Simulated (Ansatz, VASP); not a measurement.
# MgO in VASP and in Ansatz

The input INCAR:

```
ALGO = Normal
EDIFF = 1E-7
ENCUT = 520
GGA = PE
ISIF = 2
ISMEAR = -1
LASPH = T
LCHARG = T
LELF = T
LREAL = F
LVHAR = T
LWAVE = F
NBANDS = 11
NELM = 80
PREC = Accurate
SIGMA = 0.02
```

KPOINTS

```
k-points
0
Gamma
  10 10 10
```

POSCAR

```
MgO
1.0
    0.0000000000      2.1442107638      2.0779648331
    2.1442107638      0.0000000000      2.0779648331
    2.1442107638      2.1442107638      0.0000000000
Mg O
1 1
Direct
    0.0000000000      0.0000000000      0.0000000000
    0.5000000000      0.5000000000      0.5000000000
```

Input for Ansatz:

```yaml
crystal:
  lattice:
    - [0.0, 2.1442107638, 2.0779648331]
    - [2.1442107638, 0.0, 2.0779648331]
    - [2.1442107638, 2.1442107638, 0.0]
  atoms:
    - { symbol: Mg, position: [0.0, 0.0, 0.0] }
    - { symbol: O, position: [0.5, 0.5, 0.5] }
kpoints:
  mp_grid: { grid: [10, 10, 10] }
  band_path:
    path:
      - [0.0, 0.0, 0.0]
      - [0.5, 0.0, 0.5]
      - [0.625, 0.25, 0.625]
      - [0.375, 0.375, 0.75]
      - [0.5, 0.5, 0.5]
      - [0.5, 0.25, 0.75]
    npoints: 1
hamiltonian:
  xc: pbe
scf:
  occupations: { method: fermi_dirac, width: 0.02 }
  n_extra_bands: 4
output:
  forces: true
  stress: true
  eigenvalues: true
  write_density: true
  write_potential: true
  elf: true
  volumetric_format: npy
```

Change from the starting cell: epitaxial_xy strain +2.0%.

Alike in both runs: task single point; functional PBE; k mesh 10 × 10 × 10; occupations fermi-dirac, width 0.02 eV; no spin polarisation.

|  | VASP | Ansatz |
| --- | --- | --- |
| version | VASP 6.6.1 | Ansatz 0.2.0 |
| potentials or method | VASP PAW PBE potentials, release 64 (Mg, O) | plane waves, PAW |
| plane-wave cutoff (eV) | 520 | 420 |
| valence electrons in the cell | 8 | 16 |

VASP gave:

| Item | Value |
| --- | --- |
| gap on the k mesh at the Fermi level (eV) | 4.48 |
| pressure (GPa) | 0.7 |
| traceless stress, the component that is largest in VASP (GPa) | 4.14 |

Q: What did Ansatz give for the same quantities?

A: gap on the k mesh at the Fermi level (eV): 4.50; pressure (GPa): 1.4; traceless stress, the component that is largest in VASP (GPa): 4.11.

With one functional, cell and mesh, what is left measures potentials, basis and numerics. VASP's potentials hold 8 valence electrons a cell and Ansatz's 16, so a difference there can come from the potentials and not from the codes.
